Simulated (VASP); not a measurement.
# ZnF2 (P4_2/mnm) in VASP: single point with PBE

Aim: the single point of ZnF2 with PBE.

Program: VASP 6.6.1. These are calculated values, not measurements. Logs are shortened: lines on timing, memory, paths and dates and some standing lists are left out, and cuts for length are marked.

## Step 1: The cell of the first run

The structure is tetragonal, space group P4_2/mnm (No. 136). Conventional cell: a = 4.657 Å, b = 4.657 Å, c = 3.102 Å, α = 90.00°, β = 90.00°, γ = 90.00°. Zn (site symmetry mmm) has 6 F at 2.00 to 2.02 Å within 2.6 Å. Within 2.6 Å of F (site symmetry m2m) lie 3 Zn at 2.00 to 2.02 Å and 1 F at 2.59 Å.

## Step 2: Single point, PBE

File INCAR:

```
PREC = Accurate ; ENCUT = 600
EDIFF = 1E-6 ; ISMEAR = -1
SIGMA = 0.1 ; LREAL = False
LASPH = True ; NELM = 120
ALGO = Normal ; ISIF = 2
LWAVE = False ; LCHARG = False
GGA = PE ; NBANDS = 35
GGA_COMPAT = False
```

File KPOINTS:

```
Automatic mesh
0
Gamma
  6 6 8
```

File POSCAR:

```
ZnF2
1.0
    4.6568030000      0.0000000000      0.0000000000
    0.0000000000      4.6568030000      0.0000000000
    0.0000000000      0.0000000000      3.1022920000
Zn F
2 4
Direct
    0.0000000000      0.0000000000      0.0000000000
    0.5000000000      0.5000000000      0.5000000000
    0.3035000000      0.3035000000      0.0000000000
    0.1965000000      0.8035000000      0.5000000000
    0.6965000000      0.6965000000      0.0000000000
    0.8035000000      0.1965000000      0.5000000000
```

Potentials or basis: VASP PAW PBE potentials, release 64 (Zn, F).

On the command line:

```sh
$ cat potpaw_PBE.64/Zn/POTCAR potpaw_PBE.64/F/POTCAR > POTCAR
$ mpirun -np 1 vasp_std > vasp.out
```

OUTCAR:

```text
PREC = Accurate
   ENCUT = 600
   EDIFF = 1E-6
   ISMEAR = -1
   LREAL = False
   LASPH = True
   NELM = 120
   ISIF = 2
   GGA = PE

 ion  position               nearest neighbor table
   1  0.000  0.000  0.000-   3 2.00   5 2.00   4 2.02   6 2.02   4 2.02   6 2.02
   2  0.500  0.500  0.500-   4 2.00   6 2.00   5 2.02   3 2.02   3 2.02   5 2.02
   3  0.303  0.303  0.000-   1 2.00   2 2.02   2 2.02
   4  0.197  0.803  0.500-   2 2.00   1 2.02   1 2.02
   5  0.697  0.697  0.000-   1 2.00   2 2.02   2 2.02
   6  0.803  0.197  0.500-   2 2.00   1 2.02   1 2.02

  LATTYP: Found a simple tetragonal cell.
 ALAT       =     4.6568030000
 C/A-ratio  =     0.6661849342

  Lattice vectors:

 A1 = (   4.6568030000,   0.0000000000,   0.0000000000)
 A2 = (   0.0000000000,   4.6568030000,   0.0000000000)
 A3 = (   0.0000000000,   0.0000000000,   3.1022920000)

Analysis of symmetry for initial positions (statically):
=====================================================================
 Subroutine PRICEL returns:
 Original cell was already a primitive cell.

 Routine SETGRP: Setting up the symmetry group for a
 simple tetragonal supercell.

 Subroutine GETGRP returns: Found 16 space group operations
 (whereof  8 operations were pure point group operations)
 out of a pool of 16 trial point group operations.

The static configuration has the point symmetry D_2h.
 The point group associated with its full space group is D_4h.

Analysis of symmetry for dynamics (positions and initial velocities):
=====================================================================
 Subroutine PRICEL returns:
 Original cell was already a primitive cell.

 Routine SETGRP: Setting up the symmetry group for a
 simple tetragonal supercell.

 Subroutine GETGRP returns: Found 16 space group operations
 (whereof  8 operations were pure point group operations)
 out of a pool of 16 trial point group operations.

The dynamic configuration has the point symmetry D_2h.
 The point group associated with its full space group is D_4h.

 Subroutine INISYM returns: Found 16 space group operations
 (whereof  8 operations are pure point group operations),
 and found     1 'primitive' translations

----------------------------------------------------------------------------------------

                                     Primitive cell

  volume of cell :      67.2757

  direct lattice vectors                    reciprocal lattice vectors
     4.656803000  0.000000000  0.000000000     0.214739597  0.000000000  0.000000000
     0.000000000  4.656803000  0.000000000     0.000000000  0.214739597  0.000000000
     0.000000000  0.000000000  3.102292000     0.000000000  0.000000000  0.322342320

  length of vectors
     4.656803000  4.656803000  3.102292000     0.214739597  0.214739597  0.322342320

  position of ions in fractional coordinates (direct lattice)
     0.000000000  0.000000000  0.000000000
     0.500000000  0.500000000  0.500000000
     0.303500000  0.303500000  0.000000000
     0.196500000  0.803500000  0.500000000
     0.696500000  0.696500000  0.000000000
     0.803500000  0.196500000  0.500000000

  ion indices of the primitive-cell ions
   primitive index   ion index
                 1           1
                 2           2
                 3           3
                 4           4
                 5           5
                 6           6

----------------------------------------------------------------------------------------

 KPOINTS: Automatic mesh

Automatic generation of k-mesh.
 Grid dimensions read from file:
 generate k-points for:    6    6    8

 Generating k-lattice:

  Cartesian coordinates                     Fractional coordinates (reciprocal lattice)
     0.035789933  0.000000000  0.000000000     0.166666667  0.000000000  0.000000000
     0.000000000  0.035789933  0.000000000     0.000000000  0.166666667  0.000000000
     0.000000000  0.000000000  0.040292790     0.000000000  0.000000000  0.125000000

  Length of vectors
     0.035789933  0.035789933  0.040292790

  Shift w.r.t. Gamma in fractional coordinates (k-lattice)
     0.000000000  0.000000000  0.000000000

 Subroutine IBZKPT returns following result:
 ===========================================

 Found     50 irreducible k-points:

 Following reciprocal coordinates:
            Coordinates               Weight
  0.000000  0.000000  0.000000      1.000000
  0.166667  0.000000  0.000000      4.000000
  0.333333  0.000000  0.000000      4.000000
  0.500000  0.000000  0.000000      2.000000
  0.166667  0.166667  0.000000      4.000000
  0.333333  0.166667  0.000000      8.000000
[... 16 lines left out ...]
  0.333333  0.000000  0.250000      8.000000
  0.500000  0.000000  0.250000      4.000000
 [... further k-points ...]
   k-points           NKPTS =     50   k-points in BZ     NKDIM =     50   number of bands    NBANDS=     35
   number of dos      NEDOS =    301   number of ions     NIONS =      6
   total plane-waves  NPLWV =  44800
   dimension x,y,z NGX =    40 NGY =   40 NGZ =   28
   dimension x,y,z NGXF=    80 NGYF=   80 NGZF=   56
   ions per type =               2   4
   NGX,Y,Z   is equivalent  to a cutoff of  14.28, 14.28, 15.00 a.u.
   NGXF,Y,Z  is equivalent  to a cutoff of  28.56, 28.56, 30.01 a.u.
 SYSTEM =  unknown system
   PREC   = accura    normal or accurate (medium, high low for compatibility)
   ISTART =      0    job   : 0-new  1-cont  2-samecut
   ICHARG =      2    charge: 1-file 2-atom 10-const
   ISPIN  =      1    spin polarized calculation?
   LNONCOLLINEAR =      F non collinear calculations
   LSORBIT =      F    spin-orbit coupling
   LASPH  =      T    aspherical Exc in radial PAW
   ENCUT  =  600.0 eV  44.10 Ry    6.64 a.u.   9.30  9.30  6.20*2*pi/ulx,y,z
   NELM   =    120;   NELMIN=  2; NELMDL= -5     # of ELM steps
   EDIFF  = 0.1E-05   stopping-criterion for ELM
   LREAL  =      F    real-space projection
   EDIFFG = 0.1E-04   stopping-criterion for IOM
   NSW    =      0    number of steps for IOM
   IBRION =     -1    ionic relax: 0-MD 1-quasi-New 2-CG
   NFREE  =      0    steps in history (QN), initial steepest desc. (CG)
   ISIF   =      2    stress and relaxation
   ISYM   =      2    0-nonsym 1-usesym 2-fastsym
   POTIM  = 0.5000    time-step for ionic-motion
   TEBEG  =    0.0;   TEEND  =   0.0 temperature during run
   PSTRESS=    0.0 pullay stress
   NELECT =      52.0000    total number of electrons
   NUPDOWN=      -1.0000    fix difference up-down
   EMIN   =  10.00;   EMAX   =-10.00  energy-range for DOS
   EFERMI =   0.00;   METHOD = LEGACY
   ISMEAR =    -1;   SIGMA  =   0.10  broadening in eV -4-tet -1-fermi 0-gaus
   EFERMI_NEDOS =   21; number of points for ismear=-14 and -15
   IALGO  =     38    algorithm
   IMIX   =      4    mixing-type and parameters
     AMIX     =   0.40;   BMIX     =  1.00
     AMIX_MAG =   1.60;   BMIX_MAG =  1.00
  volume/ion in A,a.u.               =      11.21        75.67
  Fermi-wavevector in a.u.,A,eV,Ry     =   1.502415  2.839152 30.711748  2.257250
  Thomas-Fermi vector in A             =   2.613658
   LORBIT       =      0    0 simple, 1 ext, 2 COOP (PROOUT), +10 PAW based schemes
   GGA     = PE    functional components
   LHFCALC =     F    Hartree Fock is set to
   AEXX    =    0.0000 exact exchange contribution
   IVDW    =     0    specifies the selected vdW correction
   LEPSILON=     F    determine dielectric tensor
   LRPA    =     F    only Hartree local field effects (RPA)
 non-spin polarized calculation
  energy-cutoff  :      600.00
  volume of cell :       67.28
 maximum number of plane-waves:      2276
 NGX is ok and might be reduce to    40
   NGX = 19   NGY = 19   NGZ = 13

 number of electron      52.0000015 magnetization

 Free energy of the ion-electron system (eV)
  ---------------------------------------------------
  ext. energy  EPLUGINS =         0.00000000
  ---------------------------------------------------
  free energy    TOTEN  =       -23.04583227 eV

  energy without entropy =      -23.04583227  energy(sigma->0) =      -23.04583227

 E-fermi :   1.1889     XC(G=0): -10.4385

 val. band max:       -0.7784003937   @ k =   0.0000   0.0000   0.0000
 cond. band min:       2.7800815782   @ k =   0.0000   0.0000   0.0000
 fundamental gap:      3.5584819719
 Fermi energy:         1.1888558387

 k-point     1 :       0.0000    0.0000    0.0000
  band No.  band energies     occupation
      1     -22.9686      2.00000
      2     -22.1304      2.00000
      3     -22.1304      2.00000
      4     -22.0975      2.00000
      5      -7.3372      2.00000
      6      -6.3825      2.00000
[... 27 lines left out ...]
     34      14.4344      0.00000
     35      14.4344      0.00000

 k-point     2 :       0.1667    0.0000    0.0000
  band No.  band energies     occupation
      1     -22.9228      2.00000
      2     -22.2352      2.00000
      3     -22.1211      2.00000
      4     -22.0547      2.00000
      5      -7.1978      2.00000
      6      -6.3410      2.00000
[... 27 lines left out ...]
     34      14.9476      0.00000
     35      14.9919      0.00000

 k-point     3 :       0.3333    0.0000    0.0000
  band No.  band energies     occupation
      1     -22.7947      2.00000
      2     -22.4099      2.00000
      3     -22.0965      2.00000
      4     -22.0465      2.00000
      5      -6.8275      2.00000
      6      -6.2679      2.00000
[... 27 lines left out ...]
     34      15.4459      0.00000
     35      15.5657      0.00000
[... 723 lines left out ...]
 k-point    23 :       0.3333    0.0000    0.2500
  band No.  band energies     occupation
      1     -22.6240      2.00000
      2     -22.3279      2.00000
      3     -22.0933      2.00000
      4     -22.0759      2.00000
      5      -6.4658      2.00000
      6      -5.9774      2.00000
[... 27 lines left out ...]
     34      13.9217      0.00000
     35      14.4755      0.00000

 k-point    24 :       0.5000    0.0000    0.2500
  band No.  band energies     occupation
      1     -22.4800      2.00000
      2     -22.4800      2.00000
      3     -22.0822      2.00000
      4     -22.0822      2.00000
      5      -6.0851      2.00000
      6      -6.0851      2.00000
[... 27 lines left out ...]
     34      13.5451      0.00000
     35      15.6237      0.00000

 [... further k-points ...]
[... 5 lines left out ...]
  --------------------------------------------------------------------------------------
  -------------------------------------------------------------------------------------
  Total        4.2574343      4.2574343      5.0280616      0.0000000      0.0000000      0.0000000
  in kB      101.3911695    101.3911695    119.7437269      0.0000000      0.0000000      0.0000000
  external PRESSURE =     107.5086886 kB  Pullay stress =       0.0000000 kB

 VOLUME and BASIS-vectors are now :
 -----------------------------------------------------------------------------
  energy-cutoff  :      600.00
  volume of cell :       67.28
      direct lattice vectors                 reciprocal lattice vectors
     4.656803000  0.000000000  0.000000000     0.214739597  0.000000000  0.000000000
     0.000000000  4.656803000  0.000000000     0.000000000  0.214739597  0.000000000
     0.000000000  0.000000000  3.102292000     0.000000000  0.000000000  0.322342320

 POSITION                                       TOTAL-FORCE (eV/Angst)
 -----------------------------------------------------------------------------------
      0.00000      0.00000      0.00000         0.000000     -0.000000      0.000000
      2.32840      2.32840      1.55115         0.000000     -0.000000      0.000000
      1.41334      1.41334      0.00000        -0.075777     -0.075777      0.000000
      0.91506      3.74174      1.55115         0.075777     -0.075777      0.000000
      3.24346      3.24346      0.00000         0.075777      0.075777      0.000000
      3.74174      0.91506      1.55115        -0.075777      0.075777      0.000000
 -----------------------------------------------------------------------------------
    total drift:                                0.000000     -0.000000     -0.000000

  FREE ENERGIE OF THE ION-ELECTRON SYSTEM (eV)
  ---------------------------------------------------
  free  energy   TOTEN  =       -23.0458322690 eV

  energy  without entropy=      -23.0458322656  energy(sigma->0) =      -23.04583227
```

Wall time 2.3 min (1 thread of Intel Xeon Platinum 8259CL at 2.50GHz (Skylake/Cascade Lake), shared host); peak memory 0.26 GiB.

Results:

| Item | Value |
| --- | --- |
| Free energy | -23.0458 eV |
| Pressure | 10.8 GPa |
| Largest force | 0.107 eV/Å |
| Band gap on the k mesh | 3.56 eV, direct |

Forces in eV/Å, atoms in the order of the input:
```
Zn   0.000  0.000  0.000
Zn   0.000  0.000  0.000
F   -0.076 -0.076  0.000
F    0.076 -0.076  0.000
F    0.076  0.076  0.000
F   -0.076  0.076  0.000
```

Levels at points of the mesh, in eV from the valence-band top:
| k point | band 23 | band 24 | band 25 | band 26 | band 27 | band 28 | band 29 | band 30 |
| --- | --- | --- | --- | --- | --- | --- | --- | --- |
| (0.00, 0.00, 0.00) | -1.37 | -0.37 | -0.37 | 0.00 | 3.56 | 9.55 | 9.68 | 9.68 |
| (0.50, 0.00, 0.00) | -0.68 | -0.68 | -0.47 | -0.47 | 6.21 | 6.21 | 10.61 | 10.61 |
| (0.50, 0.50, 0.00) | -1.38 | -1.38 | -0.39 | -0.39 | 7.19 | 7.19 | 9.23 | 9.23 |
| (0.00, 0.00, 0.50) | -1.33 | -1.33 | -1.29 | -1.29 | 8.43 | 8.43 | 12.07 | 12.07 |
| (0.50, 0.00, 0.50) | -1.44 | -1.44 | -0.08 | -0.08 | 8.98 | 8.98 | 10.43 | 10.43 |
| (0.50, 0.50, 0.50) | -1.29 | -1.29 | -0.84 | -0.84 | 8.27 | 8.27 | 11.51 | 11.51 |
